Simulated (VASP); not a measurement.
Ru:

```
Ru
1.0
     2.70580    0.00000    0.00000
    -1.35290    2.34329    0.00000
     0.00000    0.00000    4.28190
Ru
2
Direct
  0.32724 0.68454 0.25909
  0.68853 0.34974 0.75205
```

| Quantity | Value |
| --- | --- |
| Program | VASP 6.6.1 |
| Task | relaxation of cell and atoms |
| Functional | PBEsol |
| Potentials or basis | VASP PAW PBE potentials, release 64 (Ru_pv) |
| Cutoff | 600 eV |
| k mesh | 9 × 9 × 5 |
| Occupations | fermi-dirac, width 0.05 eV |
| Spin | no spin polarisation |

At the start: pressure -6.1 GPa; volume 13.57 Å³/atom.

Q: How do energy, volume and symmetry change on relaxing?

A: Over 10 steps the energy falls by 18.2 meV/atom and the volume is 13.31 Å³/atom (-2.0 %); space group P6_3/mmc (No. 194, to 0.05 Å).

The path:
```
step  energy change (eV)  largest force (eV/Å)  pressure (GPa)  volume (Å³)
   1              0.0000                0.6498           -6.13        27.15
   2              0.0682                0.1303           22.81        25.16
   3             -0.0219                0.4795            2.37        26.46
   4             -0.0321                0.1584           -0.80        26.68
   5             -0.0332                0.1189           -0.15        26.63
   6             -0.0359                0.0828           -0.04        26.62
   7             -0.0361                0.0755           -0.01        26.62
   8             -0.0364                0.0131            0.00        26.62
   9             -0.0364                0.0133            0.01        26.62
  10             -0.0364                0.0088            0.00        26.62
```

Final structure:
```
Ru
1.0
     2.68790    0.00060   -0.00011
    -1.34344    2.32798    0.00006
    -0.00018   -0.00001    4.25350
Ru
2
Direct
  0.34132 0.68395 0.25563
  0.67446 0.35033 0.75551
```

Caveat: the PAW data sets were made with another functional, which shifts forces and pressure a little.
